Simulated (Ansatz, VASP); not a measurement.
# Al: VASP beside Ansatz

```
CELL_PARAMETERS angstrom
2.81245 -0.01875 -0.01875
-1.42247 2.44503 -0.00686
-0.03245 -0.03245 4.86685
ATOMIC_POSITIONS crystal
Al 0.66667 0.33333 0.75000
Al 0.33333 0.66667 0.25000
```

Alike in both runs: task single point; functional PBEsol; k mesh 14 × 14 × 7; occupations fermi-dirac, width 0.05 eV; no spin polarisation.

|  | VASP | Ansatz |
| --- | --- | --- |
| version | VASP 6.6.1 | Ansatz 0.2.0 |
| potentials or method | VASP PAW PBE potentials, release 64 (Al), cutoff 520 eV | plane waves, PAW |
| valence electrons in the cell | 6 | 6 |

```csv
,VASP,Ansatz,Ansatz less VASP
pressure (GPa),-1.3,-1.4,-0.06
"traceless stress, the component that is largest in VASP (GPa)",-1.21,-1.19,+0.018
```

VASP's potentials were made for PBE, not for PBEsol. With one functional, cell and mesh, what is left measures potentials, basis and numerics.
